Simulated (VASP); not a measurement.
Si16C (a cell with a defect): single point with r2SCAN+D3(BJ)

The system is Si16C (a cell with a defect).

```
Si C
1.0
     0.00000    5.43000    5.43000
     5.43000    0.00000    5.43000
     5.43000    5.43000    0.00000
Si C
16 1
Direct
  0.97344 0.04513 0.98355
  0.16159 0.06918 0.20082
  0.98215 0.98177 0.55460
  0.12339 0.13933 0.61783
  0.97301 0.49800 0.98359
  0.09716 0.64692 0.10876
  0.98979 0.51343 0.48290
  0.12271 0.61985 0.61774
  0.50936 0.99825 0.99408
  0.60665 0.14218 0.11917
  0.49658 0.00478 0.49234
  0.61285 0.13346 0.62037
  0.47165 0.51603 0.99584
  0.60611 0.63209 0.11922
  0.49595 0.50650 0.49231
  0.61525 0.63119 0.62192
  0.97890 0.22915 0.06275
```

```json
{
  "Program": "VASP 6.6.1",
  "Task": "single point",
  "Functional": "r2SCAN",
  "Dispersion": "D3(BJ)",
  "Potentials or basis": "VASP PAW PBE potentials, release 64 (Si, C)",
  "Cutoff": "520 eV",
  "k mesh": "2 × 2 × 2",
  "Occupations": "fermi-dirac, width 0.02 eV",
  "Spin": "collinear spin, zero start",
  "Starting moments": "[0.0, 0.0, 0.0, 0.0, 0.0, 0.0, 0.0, 0.0, 0.0, 0.0, 0.0, 0.0, 0.0, 0.0, 0.0, 0.0, 0.0] μB"
}
```

```json
{
  "Pressure": "2.3 GPa",
  "Largest force": "0.024 eV/Å",
  "Band gap on the k mesh": "zero (filled and empty bands overlap)",
  "Net moment": "0.00 μB per cell",
  "Valence electrons inside the program's atomic spheres": "Si 1.69, 1.75, 1.73, 1.67, 1.71, 1.76, 1.72; C 2.52",
  "Dispersion energy per atom": "-0.147 eV"
}
```

Forces on the atoms (eV/Å):
```
Si  -0.009 -0.012 -0.007
Si   0.001  0.023 -0.006
Si  -0.014 -0.010  0.015
Si  -0.003 -0.004 -0.012
Si   0.007 -0.016  0.009
Si  -0.004  0.014 -0.001
Si   0.005  0.004  0.000
Si   0.007  0.008 -0.001
Si   0.015  0.004 -0.008
Si  -0.004 -0.004 -0.008
Si   0.000 -0.006  0.003
Si   0.001  0.001  0.000
Si   0.001  0.004  0.004
Si  -0.004  0.002  0.007
Si  -0.001 -0.001 -0.003
Si   0.004  0.001 -0.001
C   -0.002 -0.006  0.010
```

Stress tensor (GPa, compression positive):
```
 0.61  0.15 -1.23
 0.15  5.55 -0.15
-1.23 -0.15  0.60
```

Levels at points of the mesh, in eV from the Fermi level:
Spin up:
| k point | band 30 | band 31 | band 32 | band 33 | band 34 | band 35 | band 36 | band 37 | band 38 | band 39 |
| --- | --- | --- | --- | --- | --- | --- | --- | --- | --- | --- |
| (0.00, 0.00, 0.00) | -1.60 | -1.39 | -0.95 | -0.60 | -0.49 | -0.36 | 0.08 | 0.39 | 0.66 | 0.74 |
| (0.50, 0.00, 0.00) | -1.92 | -1.42 | -1.39 | -1.25 | -0.16 | 0.69 | 0.83 | 1.16 | 1.17 | 1.44 |
| (0.00, 0.50, 0.00) | -1.77 | -1.61 | -1.47 | -1.17 | -0.23 | 0.72 | 0.84 | 1.19 | 1.28 | 1.34 |
| (0.00, 0.00, 0.50) | -1.94 | -1.45 | -1.45 | -1.13 | -0.08 | 0.54 | 0.88 | 1.04 | 1.22 | 1.31 |
| (0.50, 0.50, 0.50) | -1.77 | -1.60 | -1.47 | -1.17 | -0.23 | 0.72 | 0.84 | 1.19 | 1.28 | 1.34 |
| (0.50, 0.50, 0.00) | -2.10 | -2.05 | -1.90 | -1.15 | -0.92 | 0.94 | 1.18 | 1.50 | 2.08 | 2.24 |
| (0.00, 0.50, 0.50) | -2.10 | -2.05 | -1.90 | -1.15 | -0.92 | 0.94 | 1.18 | 1.50 | 2.08 | 2.24 |
| (0.50, 0.00, 0.50) | -2.04 | -2.03 | -1.98 | -1.28 | 0.40 | 0.57 | 1.00 | 1.57 | 1.91 | 1.96 |
Spin down:
| k point | band 31 | band 32 | band 33 | band 34 | band 35 | band 36 | band 37 | band 38 |
| --- | --- | --- | --- | --- | --- | --- | --- | --- |
| (0.00, 0.00, 0.00) | -1.39 | -0.95 | -0.60 | -0.49 | -0.36 | 0.08 | 0.39 | 0.66 |
| (0.50, 0.00, 0.00) | -1.42 | -1.39 | -1.25 | -0.16 | 0.69 | 0.83 | 1.16 | 1.17 |
| (0.00, 0.50, 0.00) | -1.61 | -1.47 | -1.17 | -0.23 | 0.72 | 0.84 | 1.19 | 1.28 |
| (0.00, 0.00, 0.50) | -1.45 | -1.45 | -1.13 | -0.08 | 0.54 | 0.88 | 1.04 | 1.22 |
| (0.50, 0.50, 0.50) | -1.60 | -1.47 | -1.17 | -0.23 | 0.72 | 0.84 | 1.19 | 1.28 |
| (0.50, 0.50, 0.00) | -2.05 | -1.90 | -1.15 | -0.92 | 0.94 | 1.18 | 1.50 | 2.08 |
| (0.00, 0.50, 0.50) | -2.05 | -1.90 | -1.15 | -0.92 | 0.94 | 1.18 | 1.50 | 2.08 |
| (0.50, 0.00, 0.50) | -2.03 | -1.98 | -1.28 | 0.40 | 0.57 | 1.00 | 1.57 | 1.91 |

Run time: 22 min on 1 thread of Intel(R) Xeon(R) 6975P-C (Granite Rapids), on a shared host, peak memory 0.79 GiB.

Caveat: the k points lie up to 0.50 Å⁻¹ apart; the PAW data sets were made with another functional, which shifts forces and pressure a little.
